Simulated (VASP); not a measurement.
## MnS: relaxation of cell and atoms with LDA+U

Crystal: MnS.

```
Mn S
1.0
     0.00000    2.60450    2.60450
     2.60450    0.00000    2.60450
     2.60450    2.60450    0.00000
Mn S
1 1
Direct
  0.00000 0.00000 0.00000
  0.50000 0.50000 0.50000
```

```yaml
Program: VASP 6.6.1
Task: relaxation of cell and atoms
Functional: LDA
Potentials_or_basis: VASP PAW LDA potentials, release 64 (Mn_pv, S)
Cutoff: 600 eV
k_mesh: 9 × 9 × 9
Occupations: fermi-dirac, width 0.05 eV
Spin: collinear spin, ferromagnetic start
Starting_moments: "[4.0, 0.0] μB"
Hubbard_terms: Mn d U = 8.0 eV
Dipole_correction: no
Further_INCAR_settings: ALGO = Normal; EDIFF = 1e-06; IBRION = 2; EDIFFG = -0.01; NSW = 60; ISIF = 3
```

```yaml
Pressure_after_relaxing: -0.1 GPa
Band_gap_on_the_k_mesh: 1.49 eV (least direct gap 3.10 eV)
Net_moment: 5.00 μB per cell
Site_moments: Mn +4.68; S +0.04 μB
Valence_electrons_inside_the_program's_atomic_spheres: Mn 11.31; S 3.78
```

Final structure:
```cif
data_structure
_symmetry_space_group_name_H-M 'P 1'
_symmetry_Int_Tables_number 1
_cell_length_a 3.6833
_cell_length_b 3.6833
_cell_length_c 3.6833
_cell_angle_alpha 60.000
_cell_angle_beta 60.000
_cell_angle_gamma 60.000
_cell_volume 35.33
loop_
_atom_site_label
_atom_site_type_symbol
_atom_site_fract_x
_atom_site_fract_y
_atom_site_fract_z
_atom_site_occupancy
Mn1 Mn 0.00000 0.00000 0.00000 1
S1 S 0.50000 0.50000 0.50000 1
```

Levels at points of the mesh, in eV from the valence-band top:
Spin up:
```
           k point  band 9  band 10  band 11  band 12  band 13  band 14  band 15
(0.00, 0.00, 0.00)   -6.09    -0.96    -0.96    -0.96     2.35     8.58     8.58
```
Spin down:
```
           k point  band 3  band 4  band 5  band 6  band 7  band 8  band 9  band 10  band 11  band 12
(0.00, 0.00, 0.00)  -45.23  -13.38   -0.75   -0.75   -0.75    3.19    3.44     3.44     3.44     3.66
```

Eigenvalues of the final occupation matrices:
| site | spin | trace | eigenvalues |
| --- | --- | --- | --- |
| site 1 d | 1 | 4.77 | 0.94 0.94 0.94 0.97 0.97 |
| site 1 d | 2 | 0.15 | 0.01 0.01 0.01 0.06 0.06 |

Wall time 29 s on 1 thread of Intel(R) Xeon(R) 6975P-C (Granite Rapids) (shared host), peak memory 0.17 GiB.

Caveat: the relaxation stopped at its first step, so nothing moved; an odd mesh through Γ misses points on the zone boundary, where band edges can lie; a cell with one magnetic atom can't hold antiferromagnetic order, which such compounds often take.
